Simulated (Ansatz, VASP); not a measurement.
## One calculation of C, two programs

File INCAR:

```
SYSTEM = C
  PREC = Accurate
  ENCUT = 520
  EDIFF = 1E-6
  ISMEAR = 0
  SIGMA = 0.1
  LREAL = .FALSE.
  LASPH = .TRUE.
  NELM = 150
  ALGO = Normal
  ISIF = 2
  LWAVE = .FALSE.
  LCHARG = .FALSE.
  ISPIN = 2
  MAGMOM = 1 1 1 1 1 1 1 1 1 1
  LORBIT = 11
  GGA = PE
  NBANDS = 35
```

Contents of KPOINTS:

```
Automatic mesh
0
G
  6 6 4
  0 0 0
```

The input POSCAR:

```
C
1.0
    4.2700491900      0.0000000000      0.0000000000
   -2.1350245950      3.6979710739      0.0000000000
    0.0000000000      0.0000000000      5.0345865256
C
10
Direct
    0.2823153912      0.1411576956      0.7500000000
    0.7176846088      0.8588423044      0.2500000000
    0.8588423044      0.7176846088      0.7500000000
    0.1411576956      0.2823153912      0.2500000000
    0.8588423044      0.1411576956      0.7500000000
    0.1411576956      0.8588423044      0.2500000000
    0.6666666667      0.3333333333      0.7500000000
    0.3333333333      0.6666666667      0.2500000000
    0.0000000000      0.0000000000      0.0000000000
    0.0000000000      0.0000000000      0.5000000000
```

Input for Ansatz:

```yaml
crystal:
  lattice:
    - [4.27004919, 0.0, 0.0]
    - [-2.135024595, 3.6979710739, 0.0]
    - [0.0, 0.0, 5.0345865256]
  atoms:
    - { symbol: C, position: [0.2823153912, 0.1411576956, 0.75], spin: 1.0 }
    - { symbol: C, position: [0.7176846088, 0.8588423044, 0.25], spin: 1.0 }
    - { symbol: C, position: [0.8588423044, 0.7176846088, 0.75], spin: 1.0 }
    - { symbol: C, position: [0.1411576956, 0.2823153912, 0.25], spin: 1.0 }
    - { symbol: C, position: [0.8588423044, 0.1411576956, 0.75], spin: 1.0 }
    - { symbol: C, position: [0.1411576956, 0.8588423044, 0.25], spin: 1.0 }
    - { symbol: C, position: [0.6666666667, 0.3333333333, 0.75], spin: 1.0 }
    - { symbol: C, position: [0.3333333333, 0.6666666667, 0.25], spin: 1.0 }
    - { symbol: C, position: [0.0, 0.0, 0.0], spin: 1.0 }
    - { symbol: C, position: [0.0, 0.0, 0.5], spin: 1.0 }
basis:
  ecutwfc: 420
kpoints:
  mp_grid: { grid: [6, 6, 4] }
hamiltonian:
  xc: pbe
scf:
  occupations: { method: gaussian, width: 0.1 }
  lower_state_search: "off"
output:
  forces: true
  stress: true
  eigenvalues: true
  populations: true
magnetization:
  spin_polarized: true
```

Alike in both runs: task single point; functional PBE; k mesh 6 × 6 × 4; occupations gaussian, width 0.1 eV; collinear spin.

|  | VASP | Ansatz |
| --- | --- | --- |
| version | VASP 6.6.1 | Ansatz 0.2.0 |
| potentials or method | VASP PAW PBE potentials, release 64 (C), cutoff 520 eV | scalar-relativistic, plane waves, PAW |
| valence electrons in the cell | 40 | 40 |

|  | VASP | Ansatz | Ansatz less VASP |
| --- | --- | --- | --- |
| gap on the k mesh at the Fermi level (eV) | none | none | - |
| pressure (GPa) | 0.3 | 0.1 | -0.20 |
| traceless stress, the component that is largest in VASP (GPa) | 0.09 | 0.16 | +0.074 |
| rms of the force components (eV/Å) | 0.017 | 0.012 | -0.0041 |
| net moment per atom (μB) | 0.00 | 0.00 | 0.000 |

Atom by atom the forces differ by 0.004 eV/Å (rms over components). A gap of «none» marks a metal or a gap that the smearing closes. The functional is the same, so the differences come from potentials, cutoffs and numerics. Ansatz's warnings: seeded moment not kept.
